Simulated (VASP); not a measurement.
Wanted: the native input for a VASP 6.6.1 run.

| Item | Value |
| --- | --- |
| Task | single point |
| Functional | PBEsol |
| Potentials or basis | VASP PAW PBE potentials, release 64 (Pt) |
| Cutoff | 520 eV |
| k mesh | 12 × 12 × 12 |
| Occupations | methfessel-paxton, width 0.05 eV |
| Spin | no spin polarisation |
| Dipole correction | no |
| Further INCAR settings | ALGO = Normal; EDIFF = 1e-07; NBANDS = 11 |

The structure of Pt lies in POSCAR:

```
Pt
1.0
   -1.5842200000      1.5842200000      1.5842200000
    1.5842200000     -1.5842200000      1.5842200000
    1.5842200000      1.5842200000     -1.5842200000
Pt
1
Direct
    0.0000000000      0.0000000000      0.0000000000
```

These files were run (other wordings do the same):

INCAR

```
PREC = Accurate
ENCUT = 520
EDIFF = 1E-7
ISMEAR = 1
SIGMA = 0.05
LREAL = False
LASPH = True
NELM = 100
ALGO = Normal
ISIF = 2
LWAVE = False
LCHARG = False
GGA = PS
NBANDS = 11
```

KPOINTS

```
regular mesh
0
Gamma
  12 12 12
```

Potentials or basis: VASP PAW PBE potentials, release 64 (Pt).

The run is started by

```sh
$ cat potpaw_PBE.64/Pt/POTCAR > POTCAR
$ mpirun -np 1 vasp_std > vasp.out
```

Results of the run:

| Item | Value |
| --- | --- |
| Pressure | -11.7 GPa |
| Band gap on the k mesh | zero (band 5 reaches 10.90 eV, above the bottom of band 6 at 8.78 eV) |

Caveat: the PAW data sets were made with another functional, which shifts forces and pressure a little; spin-orbit coupling is left out, which moves the levels of the heavy elements.

Wall time 17 s on 1 thread of AMD EPYC 7R13, with other jobs on the host, peak memory 0.1 GiB.
